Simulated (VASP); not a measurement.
Here is a VASP 6.6.1 calculation.

INCAR

```
SYSTEM = TaPb
PREC = Accurate
ENCUT = 520
EDIFF = 1E-6
ISMEAR = 0
SIGMA = 0.1
LREAL = .FALSE.
LASPH = .TRUE.
NELM = 60
ALGO = Fast
ISIF = 2
LWAVE = .FALSE.
LCHARG = .FALSE.
GGA = PE
NBANDS = 20
```

Contents of KPOINTS:

```
regular mesh
0
G
  6 6 6
  0 0 0
```

File POSCAR:

```
TaPb
1.0
    0.0000000000      2.6836385200      2.6836385200
    2.6836385200      0.0000000000      2.6836385200
    2.6836385200      2.6836385200      0.0000000000
Ta Pb
1 1
Direct
    0.0000000000      0.0000000000      0.0000000000
    0.5000000000      0.5000000000      0.5000000000
```

Potentials or basis: VASP PAW PBE potentials, release 64 (Ta_pv, Pb_d).

Run with:

```bash
$ cat potpaw_PBE.64/Ta_pv/POTCAR potpaw_PBE.64/Pb_d/POTCAR > POTCAR
$ mpirun -np 1 vasp_std > vasp.out
```

(1) What does it give for the pressure?

(2) Estimate the band gap on the k mesh.

## Answers

(1) 37.4 GPa.

(2) zero (an odd number of electrons rules out a gap without spin polarisation).

Caveat: the cell stands under pressure; spin-orbit coupling is left out, which moves the levels of the heavy elements.
